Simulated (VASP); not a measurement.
# Li (Im-3m) in VASP: further runs

Li is run at these levels: LDA; tasks: single point, relaxation of cell and atoms.

Program: VASP 6.6.1. These are calculated values, not measurements. Logs are shortened: lines on timing, memory, paths and dates and some standing lists are left out, and cuts for length are marked.

### Step 1. The cell of the first run

Symmetry: Im-3m, No. 229, cubic system. The conventional cell has a = 3.362 Å, b = 3.362 Å, c = 3.362 Å, α = 90.00°, β = 90.00°, γ = 90.00°. Li (site symmetry m-3m) has 14 Li at 2.91 to 3.36 Å within 3.8 Å.

### Step 2. Single point, LDA

The input, INCAR:

```
SYSTEM = Li
ALGO = Normal ; EDIFF = 1E-6
ENCUT = 520 ; ISIF = 2
ISMEAR = 1 ; LASPH = .TRUE.
LCHARG = .FALSE. ; LREAL = .FALSE.
LWAVE = .FALSE. ; NBANDS = 10
NELM = 100 ; PREC = Accurate
SIGMA = 0.1
```

The input, KPOINTS:

```
k-points
0
G
  20 20 20
  0 0 0
```

The input, POSCAR:

```
Li
1.0
    3.3623964873      0.0000000000      0.0000000000
    0.0000000000      3.3623964873      0.0000000000
    0.0000000000      0.0000000000      3.3623964873
Li
2
Direct
    0.0000000000      0.0000000000      0.0000000000
    0.5000000000      0.5000000000      0.5000000000
```

Potentials or basis: VASP PAW LDA potentials, release 64 (Li_sv).

Launch:

```bash
cat potpaw_LDA.64/Li_sv/POTCAR > POTCAR
mpirun -np 1 vasp_std > vasp.out
```

OUTCAR:

```text
SYSTEM = Li
   EDIFF = 1E-6
   ENCUT = 520
   ISIF = 2
   ISMEAR = 1
   LASPH = .TRUE.
   LREAL = .FALSE.
   NELM = 100
   PREC = Accurate

 ion  position               nearest neighbor table
   1  0.000  0.000  0.000-
   2  0.500  0.500  0.500-

  LATTYP: Found a simple cubic cell.
 ALAT       =     3.3623964873

  Lattice vectors:

 A1 = (   3.3623964873,   0.0000000000,   0.0000000000)
 A2 = (   0.0000000000,   3.3623964873,   0.0000000000)
 A3 = (   0.0000000000,   0.0000000000,   3.3623964873)

Analysis of symmetry for initial positions (statically):
=====================================================================
 Subroutine PRICEL returns following result:

  LATTYP: Found a body centered cubic cell.
 ALAT       =     3.3623964873

  Lattice vectors:

 A1 = (   1.6811982436,   1.6811982437,  -1.6811982436)
 A2 = (  -1.6811982436,   1.6811982436,   1.6811982436)
 A3 = (   1.6811982436,  -1.6811982436,   1.6811982437)

   2 primitive cells build up your supercell.

 Routine SETGRP: Setting up the symmetry group for a
 simple cubic supercell.

 Subroutine GETGRP returns: Found 48 space group operations
 (whereof 48 operations were pure point group operations)
 out of a pool of 48 trial point group operations.

The static configuration has the point symmetry O_h .

Analysis of symmetry for dynamics (positions and initial velocities):
=====================================================================
 Subroutine PRICEL returns following result:

  LATTYP: Found a body centered cubic cell.
 ALAT       =     3.3623964873

  Lattice vectors:

 A1 = (   1.6811982436,   1.6811982437,  -1.6811982436)
 A2 = (  -1.6811982436,   1.6811982436,   1.6811982436)
 A3 = (   1.6811982436,  -1.6811982436,   1.6811982437)

   2 primitive cells build up your supercell.

 Routine SETGRP: Setting up the symmetry group for a
 simple cubic supercell.

 Subroutine GETGRP returns: Found 48 space group operations
 (whereof 48 operations were pure point group operations)
 out of a pool of 48 trial point group operations.

The dynamic configuration has the point symmetry O_h .

 Subroutine INISYM returns: Found 48 space group operations
 (whereof 48 operations are pure point group operations),
 and found     2 'primitive' translations

[... 86 lines left out ...]
   ISPIN  =      1    spin polarized calculation?
   LNONCOLLINEAR =      F non collinear calculations
   LSORBIT =      F    spin-orbit coupling
   LASPH  =      T    aspherical Exc in radial PAW
   ENCUT  =  520.0 eV  38.22 Ry    6.18 a.u.   6.25  6.25  6.25*2*pi/ulx,y,z
   NELM   =    100;   NELMIN=  2; NELMDL= -5     # of ELM steps
   EDIFF  = 0.1E-05   stopping-criterion for ELM
   LREAL  =      F    real-space projection
[... 7 lines left out ...]
   TEBEG  =    0.0;   TEEND  =   0.0 temperature during run
   PSTRESS=    0.0 pullay stress
   NELECT =       6.0000    total number of electrons
   NUPDOWN=      -1.0000    fix difference up-down
   EMIN   =  10.00;   EMAX   =-10.00  energy-range for DOS
   EFERMI =   0.00;   METHOD = LEGACY
   ISMEAR =     1;   SIGMA  =   0.10  broadening in eV -4-tet -1-fermi 0-gaus
   EFERMI_NEDOS =   21; number of points for ismear=-14 and -15
   IALGO  =     38    algorithm
   IMIX   =      4    mixing-type and parameters
     AMIX     =   0.40;   BMIX     =  1.00
     AMIX_MAG =   1.60;   BMIX_MAG =  1.00
  volume/ion in A,a.u.               =      19.01       128.27
  Fermi-wavevector in a.u.,A,eV,Ry     =   0.884728  1.671893 10.649868  0.782743
  Thomas-Fermi vector in A             =   2.005667
   LORBIT       =      0    0 simple, 1 ext, 2 COOP (PROOUT), +10 PAW based schemes
   GGA     = CA    functional components
   LHFCALC =     F    Hartree Fock is set to
   AEXX    =    0.0000 exact exchange contribution
   IVDW    =     0    specifies the selected vdW correction
   LEPSILON=     F    determine dielectric tensor
   LRPA    =     F    only Hartree local field effects (RPA)
 non-spin polarized calculation
 Methfessel and Paxton  Order N= 1 SIGMA  =   0.10
  energy-cutoff  :      520.00
  volume of cell :       38.01
 maximum number of plane-waves:      1064
 NGX is ok and might be reduce to    28
   NGX = 13   NGY = 13   NGZ = 13

 number of electron       5.9999978 magnetization

 Free energy of the ion-electron system (eV)
  ---------------------------------------------------
  ext. energy  EPLUGINS =         0.00000000
  ---------------------------------------------------
  free energy    TOTEN  =        -4.08819583 eV

  energy without entropy =       -4.08773915  energy(sigma->0) =       -4.08804360

 E-fermi :   0.8168     XC(G=0):  -7.3083

 val. band max:        0.7965917173   @ k =   0.4000   0.0500   0.0500
 cond. band min:       0.8170735662   @ k =   0.4000   0.4000   0.2500
 fundamental gap:      0.0204818489
 Fermi energy:         0.8168076639

 k-point     1 :       0.0000    0.0000    0.0000
  band No.  band energies     occupation
      1     -44.7379      2.00000
      2     -44.6911      2.00000
      3      -2.7864      2.00000
      4       6.4509      0.00000
      5       6.4509      0.00000
      6       6.4509      0.00000
      7       8.9270      0.00000
      8       8.9270      0.00000
      9      15.6947      0.00000
     10      15.8041      0.00000
[... 287 lines left out ...]
 k-point    24 :       0.2000    0.1000    0.0000
  band No.  band energies     occupation
      1     -44.7314      2.00000
      2     -44.6956      2.00000
      3      -2.3105      2.00000
      4       3.6297      0.00000
      5       6.0426      0.00000
      6       7.0856      0.00000
      7      10.4639      0.00000
      8      12.7435      0.00000
      9      13.0618      0.00000
     10      13.9224      0.00000

 [... further k-points ...]

------------------------ aborting loop because EDIFF is reached ----------------------------------------

  FORCE on cell =-STRESS in cart. coord.  units (eV):
  Direction    XX          YY          ZZ          XY          YZ          ZX
  --------------------------------------------------------------------------------------
  -------------------------------------------------------------------------------------
  Total       -0.0274061     -0.0274061     -0.0274061      0.0000000     -0.0000000      0.0000000
  in kB       -1.1550759     -1.1550759     -1.1550759      0.0000000     -0.0000000      0.0000000
  external PRESSURE =      -1.1550759 kB  Pullay stress =       0.0000000 kB

 VOLUME and BASIS-vectors are now :
 -----------------------------------------------------------------------------
  energy-cutoff  :      520.00
  volume of cell :       38.01
      direct lattice vectors                 reciprocal lattice vectors
     3.362396487  0.000000000  0.000000000     0.297406925  0.000000000  0.000000000
     0.000000000  3.362396487  0.000000000     0.000000000  0.297406925  0.000000000
     0.000000000  0.000000000  3.362396487     0.000000000  0.000000000  0.297406925

 POSITION                                       TOTAL-FORCE (eV/Angst)
 -----------------------------------------------------------------------------------
      0.00000      0.00000      0.00000        -0.000000      0.000000     -0.000000
      1.68120      1.68120      1.68120         0.000000     -0.000000      0.000000
 -----------------------------------------------------------------------------------
    total drift:                                0.000000      0.000000      0.000000

  FREE ENERGIE OF THE ION-ELECTRON SYSTEM (eV)
  ---------------------------------------------------
  free  energy   TOTEN  =        -4.0881958290 eV

  energy  without entropy=       -4.0877391545  energy(sigma->0) =       -4.08804360
```

OSZICAR:

```text
N       E                     dE             d eps       ncg     rms          rms(c)
DAV:   1     0.111813643313E+02    0.11181E+02   -0.23749E+03  5728   0.540E+02
DAV:   2    -0.251386244446E+01   -0.13695E+02   -0.13376E+02  7548   0.984E+01
DAV:   3    -0.404762320994E+01   -0.15338E+01   -0.15216E+01  8842   0.236E+01
DAV:   4    -0.409002771068E+01   -0.42405E-01   -0.42359E-01  7640   0.392E+00
DAV:   5    -0.409059613006E+01   -0.56842E-03   -0.56837E-03  7372   0.405E-01    0.275E-01
DAV:   6    -0.408893319462E+01    0.16629E-02   -0.83828E-04 10422   0.140E-01    0.159E-01
DAV:   7    -0.408818978130E+01    0.74341E-03   -0.19314E-03 10856   0.204E-01    0.457E-02
DAV:   8    -0.408819545798E+01   -0.56767E-05   -0.42950E-05  6560   0.644E-02    0.339E-03
DAV:   9    -0.408819582903E+01   -0.37105E-06   -0.34535E-06  6956   0.172E-02
   1 F= -.40881958E+01 E0= -.40880436E+01  d E =-.456675E-03
```

stdout:

```text
POSCAR found type information on POSCAR Li
 POSCAR found :  1 types and       2 ions
 scaLAPACK will be used
 LDA part: xc-table for (Slater(with rela. corr.)+CA(PZ))
 , standard interpolation
 POSCAR, INCAR and KPOINTS ok, starting setup
 FFT: planning ... GRIDC
 FFT: planning ... GRID_SOFT
 FFT: planning ... GRID
 WAVECAR not read
 entering main loop
```

Wall time 24 s (1 thread of Intel Xeon 6975P-C (Granite Rapids), shared host); peak memory 0.19 GiB.

Results:

```yaml
Free_energy: -4.0882 eV
Band_gap_on_the_k_mesh: zero (bands 3 and 4 overlap by 4.62 eV)
```

Caveat: the cutoff is under 1.25 times the usual one of these potentials, so pressure, stress and relaxed cells hold a basis-set (Pulay) error.

[end of part 1 of 2]
